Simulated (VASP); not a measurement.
LiF, 2 atoms in the cell. It takes space group I4/mmm (No. 139, tetragonal). Conventional cell: a = 2.878 Å, b = 2.878 Å, c = 3.939 Å, α = 90.00°, β = 90.00°, γ = 90.00°. Li (site symmetry 4/mmm) has 6 F at 1.97 to 2.03 Å within 2.6 Å. Within 2.6 Å of F (site symmetry 4/mmm) lie 6 Li at 1.97 to 2.03 Å.  This cell differs from its parent crystal: in-plane strain +0.02, then relaxed in part.

```yaml
Program: VASP 6.6.1
Task: single point
Functional: r2SCAN
Potentials_or_basis: VASP PAW PBE potentials, release 64 (Li_sv, F)
Cutoff: 520 eV
k_mesh: 10 × 10 × 10
Occupations: gaussian, width 0.01 eV
Spin: no spin polarisation
Dipole_correction: no
Further_INCAR_settings: ALGO = Normal; EDIFF = 1e-06; NBANDS = 12
```

Potentials or basis: VASP PAW PBE potentials, release 64 (Li_sv, F).

Command:

```console
$ cat potpaw_PBE.64/Li_sv/POTCAR potpaw_PBE.64/F/POTCAR > POTCAR
$ cp INCAR.step1 INCAR
$ mpirun -np 1 vasp_std > vasp.out
$ cp INCAR.step2 INCAR
$ mpirun -np 1 vasp_std > vasp.out
```

Hardware: 1 thread of AMD EPYC 7R13 Processor (Zen 3), with other jobs on the host.

Question: Estimate the wall time of this run.

Answer: Run time: 64 s on 1 thread of AMD EPYC 7R13 Processor (Zen 3), with other jobs on the host, peak memory 0.11 GiB. Counts: k points 102.
